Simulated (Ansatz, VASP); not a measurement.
One calculation of Fe2Pt, two programs

```
Pt Fe
1.0
     2.66894    0.00000    0.00000
    -1.33447    2.31137    0.00000
     0.00000    0.00000    6.39996
Pt Fe
1 2
Direct
  0.00000 0.00000 0.00000
  0.66667 0.33333 0.35546
  0.33333 0.66667 0.64454
```

Alike in both runs: task single point; functional PBE; k mesh 12 × 12 × 5; occupations fermi-dirac, width 0.05 eV; collinear spin.

|  | VASP | Ansatz |
| --- | --- | --- |
| version | VASP 6.6.1 | Ansatz 0.2.0 |
| potentials or method | VASP PAW PBE potentials, release 64 (Pt_sv_GW, Fe_sv) | Ansatz PAW |
| plane-wave cutoff (eV) | 690 | 420 |
| valence electrons in the cell | 50 | 50 |

|  | VASP | Ansatz | Ansatz less VASP |
| --- | --- | --- | --- |
| gap on the k mesh at the Fermi level (eV) | none | none | - |
| pressure (GPa) | 6.3 | 7.3 | +1.00 |
| traceless stress, the component that is largest in VASP (GPa) | -9.14 | -9.10 | +0.048 |
| rms of the force components (eV/Å) | 0.330 | 0.333 | +0.0028 |
| net moment per atom (μB) | 1.91 | 1.91 | -0.001 |
| size of the moment on the site where the two differ most (μB) | 2.68 | 2.73 | +0.054 |

Site moments also hang on the region over which each program counts them. Atom by atom the forces differ by 0.003 eV/Å (rms over components). A gap of «none» marks a metal or a gap that the smearing closes. With one functional, cell and mesh, what is left measures potentials, basis and numerics.

Spin-orbit coupling is off throughout.
